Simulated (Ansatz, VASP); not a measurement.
# Pb in VASP and in Ansatz

```
Pb
1.0
     3.48000    0.00000    0.00000
    -1.74000    3.01377    0.00000
     0.00000    0.00000   20.59000
Pb
3
Direct
  0.33333 0.66667 0.36425
  0.66667 0.33333 0.50000
  0.33333 0.66667 0.63575
```

Alike in both runs: task single point; functional PBE; k mesh 9 × 9 × 1; occupations fermi-dirac, width 0.05 eV; no spin polarisation.

```csv
,VASP,Ansatz
version,VASP 6.6.1,Ansatz 0.2.0
potentials or method,"VASP PAW PBE potentials, release 64 (Pb_d), cutoff 520 eV","all-electron LAPW, scalar-relativistic"
```

```tsv
	VASP	Ansatz	Ansatz less VASP
gap on the k mesh at the Fermi level (eV)	none	none	-
rms of the force components (eV/Å)	0.108	0.107	-0.0009
```

Atom by atom the forces differ by 0.001 eV/Å (rms over components). A gap of «none» marks a metal or a gap that the smearing closes. Ansatz ran all-electron here, and VASP with PAW potentials.

Spin-orbit coupling is off throughout.
